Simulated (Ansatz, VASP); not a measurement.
One calculation of Al3Ni5, two programs

File INCAR:

```
  PREC = Accurate
  ENCUT = 520
  EDIFF = 1E-7
  ISMEAR = 0
  SIGMA = 0.15
  LREAL = False
  LASPH = True
  NELM = 60
  ALGO = Fast
  ISIF = 2
  LWAVE = False
  LCHARG = True
  GGA = PS
  LELF = True
  LVHAR = True
  NBANDS = 40
```

The input KPOINTS:

```
regular mesh
0
Gamma
  8 8 10
```

The input POSCAR:

```
Al3Ni5
1.0
    3.1286656596     -3.5073407196      0.0000000000
    3.1286656596      3.5073407196      0.0000000000
    0.0000000000      0.0000000000      3.9063722972
Al Ni
3 5
Direct
    0.5000000000      0.5000000000      0.0000000000
    0.7796888788      0.2203111212      0.5000000000
    0.2203111212      0.7796888788      0.5000000000
    0.0000000000      0.0000000000      0.0000000000
    0.0000000000      0.5000000000      0.0000000000
    0.5000000000      0.0000000000      0.0000000000
    0.2762373070      0.2762373070      0.5000000000
    0.7237626930      0.7237626930      0.5000000000
```

Input for Ansatz:

```yaml
crystal:
  lattice:
    - [3.1286656596, -3.5073407196, 0.0]
    - [3.1286656596, 3.5073407196, 0.0]
    - [0.0, 0.0, 3.9063722972]
  atoms:
    - { symbol: Al, position: [0.5, 0.5, 0.0] }
    - { symbol: Al, position: [0.7796888788, 0.2203111212, 0.5] }
    - { symbol: Al, position: [0.2203111212, 0.7796888788, 0.5] }
    - { symbol: Ni, position: [0.0, 0.0, 0.0] }
    - { symbol: Ni, position: [0.0, 0.5, 0.0] }
    - { symbol: Ni, position: [0.5, 0.0, 0.0] }
    - { symbol: Ni, position: [0.276237307, 0.276237307, 0.5] }
    - { symbol: Ni, position: [0.723762693, 0.723762693, 0.5] }
basis:
  ecutwfc: 420
kpoints:
  mp_grid: { grid: [8, 8, 10] }
hamiltonian:
  xc: pbesol
scf:
  occupations: { method: gaussian, width: 0.15 }
output:
  forces: true
  stress: true
  eigenvalues: true
```

Change from the starting cell: strain -0.050 along x and y, +0.050 along z, atoms carried along.

Alike in both runs: task single point; functional PBEsol; k mesh 8 × 8 × 10; occupations gaussian, width 0.15 eV; no spin polarisation.

```csv
,VASP,Ansatz
version,VASP 6.6.1,Ansatz 0.2.0
potentials or method,"VASP PAW PBE potentials, release 64 (Al, Ni), cutoff 520 eV","scalar-relativistic, plane waves, PAW"
valence electrons in the cell,59,99
```

VASP gave:

- gap on the k mesh at the Fermi level (eV): none
- pressure (GPa): 12.5
- traceless stress, the component that is largest in VASP (GPa): -14.13
- rms of the force components (eV/Å): 0.142

Task: What did Ansatz give for the same quantities?

Result: gap on the k mesh at the Fermi level (eV): none; pressure (GPa): 12.3; traceless stress, the component that is largest in VASP (GPa): -14.43; rms of the force components (eV/Å): 0.143.

VASP's potentials were made for PBE, not for PBEsol. Atom by atom the forces differ by 0.002 eV/Å (rms over components). A gap of «none» marks a metal or a gap that the smearing closes. VASP's potentials hold 59 valence electrons a cell and Ansatz's 99, so a difference there can come from the potentials and not from the codes.
